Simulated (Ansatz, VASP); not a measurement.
One calculation of Lu, two programs

The input INCAR:

```
SYSTEM = Lu
PREC     = Accurate       ! precision mode
ENCUT    = 520            ! plane-wave cutoff, eV
EDIFF    = 1E-7           ! SCF threshold, eV
ISMEAR   = -1             ! smearing method
SIGMA    = 0.05           ! smearing width, eV
LREAL    = .False.        ! projectors in reciprocal space
LASPH    = .True.         ! aspherical terms in the spheres
NELM     = 100            ! most SCF steps
ALGO     = Normal         ! electronic algorithm
ISIF     = 2              ! what is computed and relaxed
LWAVE    = .False.        ! write WAVECAR
LCHARG   = .False.        ! write CHGCAR
GGA      = PE             ! functional
NBANDS   = 18             ! bands
```

KPOINTS

```
Automatic mesh
0
Gamma
  15 15 15
  0 0 0
```

POSCAR

```
Lu
1.0
    0.0000000000      2.4530351867      2.4530351867
    2.4530351867      0.0000000000      2.4530351867
    2.4530351867      2.4530351867      0.0000000000
Lu
1
Direct
    0.0000000000      0.0000000000      0.0000000000
```

Input for Ansatz:

```yaml
crystal:
  lattice:
    - [0.0, 2.4530351867, 2.4530351867]
    - [2.4530351867, 0.0, 2.4530351867]
    - [2.4530351867, 2.4530351867, 0.0]
  atoms:
    - { symbol: Lu, position: [0.0, 0.0, 0.0] }
kpoints:
  mp_grid: { grid: [15, 15, 15] }
scf:
  occupations: { method: fermi_dirac, width: 0.05 }
hamiltonian:
  xc: pbe
  pseudopotentials: { kind: all_electron, lapw: { basis_error: 0.00025 } }
output:
  forces: true
  stress: true
  eigenvalues: true
```

Change from the starting cell: volume scaled by 1.02.

Alike in both runs: task single point; functional PBE; k mesh 15 × 15 × 15; occupations fermi-dirac, width 0.05 eV; no spin polarisation.

|  | VASP | Ansatz |
| --- | --- | --- |
| version | VASP 6.6.1 | Ansatz 0.2.0 |
| potentials or method | VASP PAW PBE potentials, release 64 (Lu), cutoff 520 eV | all-electron LAPW, scalar-relativistic |

Ansatz gave:

| Property | Result |
| --- | --- |
| pressure (GPa) | -0.8 |

Task: What did VASP give for the same quantities?

Result: Pressure (GPa): -0.7.

Ansatz ran all-electron here, and VASP with PAW potentials.

Neither program's run includes spin-orbit coupling.
